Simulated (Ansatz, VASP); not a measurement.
This is a calculation of GaN for VASP 6.6.1.

Contents of POSCAR:

```
GaN
1.0
    0.0000000000      2.2535006075      2.2535006075
    2.2535006075      0.0000000000      2.2535006075
    2.2535006075      2.2535006075      0.0000000000
Ga N
1 1
Direct
    0.0000000000      0.0000000000      0.0000000000
    0.2500000000      0.2500000000      0.2500000000
```

INCAR.step1

```
SYSTEM = GaN
PREC = Accurate
ENCUT = 600
EDIFF = 1E-5
ISMEAR = -1
SIGMA = 0.05
LREAL = .FALSE.
LASPH = .TRUE.
NELM = 80
ALGO = Normal
LWAVE = .TRUE.
LCHARG = .FALSE.
GGA = PE
NBANDS = 16
```

The input INCAR.step2:

```
SYSTEM = GaN
PREC = Accurate
ENCUT = 600
EDIFF = 1E-7
ISMEAR = -1
SIGMA = 0.05
LREAL = .FALSE.
LASPH = .TRUE.
NELM = 80
ALGO = Normal
ISIF = 3
LWAVE = .FALSE.
LCHARG = .FALSE.
GGA = PE
LHFCALC = .TRUE.
AEXX = 0.25
HFSCREEN = 0.3
PRECFOCK = Normal
IBRION = 2
NSW = 60
EDIFFG = -0.01
ISTART = 1
```

KPOINTS

```
regular mesh
0
G
  5 5 5
  0 0 0
```

Potentials or basis: VASP PAW PBE potentials, release 64 (Ga_d, N).

Launch:

```bash
$ cat potpaw_PBE.64/Ga_d/POTCAR potpaw_PBE.64/N/POTCAR > POTCAR
$ cp INCAR.step1 INCAR
$ mpirun -np 1 vasp_std > vasp.out
$ cp INCAR.step2 INCAR
$ mpirun -np 1 vasp_std > vasp.out
```

Problem. Set up the same calculation for Ansatz 0.2.0. Potentials there: Ansatz PAW.

Solution. As run (the cutoff follows the program's own potentials):

input.yaml

```yaml
crystal:
  lattice:
    - [0.0, 2.2535006075, 2.2535006075]
    - [2.2535006075, 0.0, 2.2535006075]
    - [2.2535006075, 2.2535006075, 0.0]
  atoms:
    - { symbol: Ga, position: [0.0, 0.0, 0.0] }
    - { symbol: "N", position: [0.25, 0.25, 0.25] }
hamiltonian:
  xc: { exchange: pbe, correlation: pbe, exx: { coeff: 0.25, omega: 0.3 } }
  pseudopotentials: { kind: paw }
kpoints:
  mp_grid: { grid: [5, 5, 5] }
scf:
  occupations: { method: fermi_dirac, width: 0.05 }
output:
  forces: true
  stress: true
relax:
  f_tol: 0.01
  max_steps: 40
  cell: { stress_tol: 0.05 }
```

Potentials or basis: Ansatz PAW.

The run is started by

```bash
$ ansatz run input.yaml --threads 2 --pin off --max-ram 5632MiB --backend cpu --events-out ev --progress --plain --runs-dir out
```

Both were run:

|  | VASP | Ansatz | Ansatz less VASP |
| --- | --- | --- | --- |
| gap on the k mesh at the Fermi level, each at its own relaxed structure (eV) | 2.81 | 2.79 | -0.022 |
| relaxed volume (Å³/atom) | 11.39 | 11.40 | +0.010 |
| relaxed length of the cell vector where the two differ most in proportion (Å) | 3.182 | 3.183 | +0.0010 |

VASP's potentials were made for PBE, not for PBE-based screened hybrid.

The k mesh is coarse, so the values compare programs but aren't converged. Noted on Ansatz's run: odd divisions of the mesh miss points on the zone boundary, where band edges often lie, so the gap on the mesh can be too wide; the plane-wave basis is chosen anew once the cell has moved, so the energies of steps on either side of that aren't comparable.
